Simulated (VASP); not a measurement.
**V: single point with PBE**

V:

```xyz
1
Lattice="0.0000 1.8950 1.8950 1.8950 0.0000 1.8950 1.8950 1.8950 0.0000" Properties=species:S:1:pos:R:3 pbc="T T T"
V     0.0000    0.0000    0.0000
```

```yaml
Program: VASP 6.6.1
Task: single point
Functional: PBE
Potentials_or_basis: VASP PAW PBE potentials, release 64 (V_sv)
Cutoff: 520 eV
k_mesh: 22 × 22 × 22
Occupations: gaussian, width 0.15 eV
Spin: no spin polarisation
Dipole_correction: no
Further_INCAR_settings: ALGO = Fast; EDIFF = 1e-06; NBANDS = 12
```

```json
{
 "Pressure": "4.2 GPa"
}
```

Levels at points of the mesh, in eV from the Fermi level:
```csv
k point,band 4,band 5,band 6,band 7,band 8,band 9
"(0.00, 0.00, 0.00)",-37.38,-6.88,0.16,0.16,0.16,1.95
"(0.50, 0.00, 0.00)",-37.49,-3.38,0.04,0.04,0.85,3.15
"(0.50, 0.50, 0.00)",-37.68,-3.55,-2.69,3.13,3.46,3.46
```

Run time: 28 s on 1 thread of Intel(R) Xeon(R) Platinum 8559C (Emerald Rapids), on a shared host, peak memory 0.16 GiB.
